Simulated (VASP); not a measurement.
Wanted: the native input for a VASP 6.6.1 run.

```
Task                   : single point
Functional             : PBE
Potentials or basis    : VASP PAW PBE potentials, release 64 (B, As)
Cutoff                 : 500 eV
k mesh                 : 8 × 8 × 8
Occupations            : gaussian, width 0.01 eV
Spin                   : no spin polarisation
Dipole correction      : no
Further INCAR settings : ALGO = Normal; EDIFF = 1e-06; NBANDS = 11
```

The structure of BAs lies in POSCAR:

```
BAs
1.0
    0.0000000000      2.3109415959      2.3109415959
    2.3109415959      0.0000000000      2.3109415959
    2.3109415959      2.3109415959      0.0000000000
B As
1 1
Direct
    0.0000000000      0.0000000000      0.0000000000
    0.7500000000      0.7500000000      0.7500000000
```

These files were run (other wordings do the same):

INCAR

```
SYSTEM = BAs
PREC = Accurate ; ENCUT = 500
EDIFF = 1E-6 ; ISMEAR = 0
SIGMA = 0.01 ; LREAL = .False.
LASPH = .True. ; NELM = 120
ALGO = Normal ; ISIF = 2
LWAVE = .False. ; LCHARG = .False.
GGA = PE ; NBANDS = 11
GGA_COMPAT = .False.
```

KPOINTS

```
regular mesh
0
Gamma
  8 8 8
  0 0 0
```

Potentials or basis: VASP PAW PBE potentials, release 64 (B, As).

The run is started by

```bash
$ cat potpaw_PBE.64/B/POTCAR potpaw_PBE.64/As/POTCAR > POTCAR
$ mpirun -np 1 vasp_std > vasp.out
```

Results of the run:

The pressure is 21.1 GPa and the band gap on the k mesh is 1.09 eV (least direct gap 3.41 eV).

Caveat: the cell stands under pressure.

It took 3.3 s on 1 thread of Intel(R) Xeon(R) 6975P-C (Granite Rapids) (shared host), peak memory 0.13 GiB.
